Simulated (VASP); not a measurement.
Input of a VASP 6.6.1 run:

POSCAR

```
SiO2
1.0
    0.0000000000      3.7006301712      3.7006301712
    3.7006301712      0.0000000000      3.7006301712
    3.7006301712      3.7006301712      0.0000000000
Si O
2 4
Direct
    0.5000000000      0.5000000000      0.5000000000
    0.7500000000      0.7500000000      0.7500000000
    0.6250000000      0.6250000000      0.6250000000
    0.1250000000      0.6250000000      0.6250000000
    0.6250000000      0.6250000000      0.1250000000
    0.6250000000      0.1250000000      0.6250000000
```

INCAR.step1

```
ALGO     = Normal         # electronic algorithm
EDIFF    = 1E-4           # SCF threshold, eV
ENCUT    = 520            # plane-wave cutoff, eV
GGA      = PE             # functional
ISMEAR   = 0              # smearing method
LASPH    = T              # aspherical terms in the spheres
LCHARG   = F              # write CHGCAR
LREAL    = F              # projectors in reciprocal space
LWAVE    = T              # write WAVECAR
NBANDS   = 25             # bands
NELM     = 100            # most SCF steps
PREC     = Accurate       # precision mode
SIGMA    = 0.02           # smearing width, eV
```

The input INCAR.step2:

```
ALGO     = Normal         # electronic algorithm
EDIFF    = 1E-6           # SCF threshold, eV
ENCUT    = 520            # plane-wave cutoff, eV
ISIF     = 2              # what is computed and relaxed
ISMEAR   = 0              # smearing method
ISTART   = 1            
LASPH    = T              # aspherical terms in the spheres
LCHARG   = F              # write CHGCAR
LMIXTAU  = T            
LREAL    = F              # projectors in reciprocal space
LWAVE    = F              # write WAVECAR
METAGGA  = R2SCAN         # meta-GGA
NBANDS   = 25             # bands
NELM     = 100            # most SCF steps
PREC     = Accurate       # precision mode
SIGMA    = 0.02           # smearing width, eV
```

Contents of KPOINTS:

```
k-points
0
Gamma
  6 6 6
```

Potentials or basis: VASP PAW PBE potentials, release 64 (Si, O).

Run with:

```sh
$ cat potpaw_PBE.64/Si/POTCAR potpaw_PBE.64/O/POTCAR > POTCAR
$ cp INCAR.step1 INCAR
$ mpirun -np 1 vasp_std > vasp.out
$ cp INCAR.step2 INCAR
$ mpirun -np 1 vasp_std > vasp.out
```

(1) What does it give for the pressure?

(2) Estimate the band gap on the k mesh.

Results:

(1) 0.1 GPa.

(2) 6.04 eV (least direct gap 6.05 eV).

Caveat: the PAW data sets were made with another functional, which shifts forces and pressure a little.
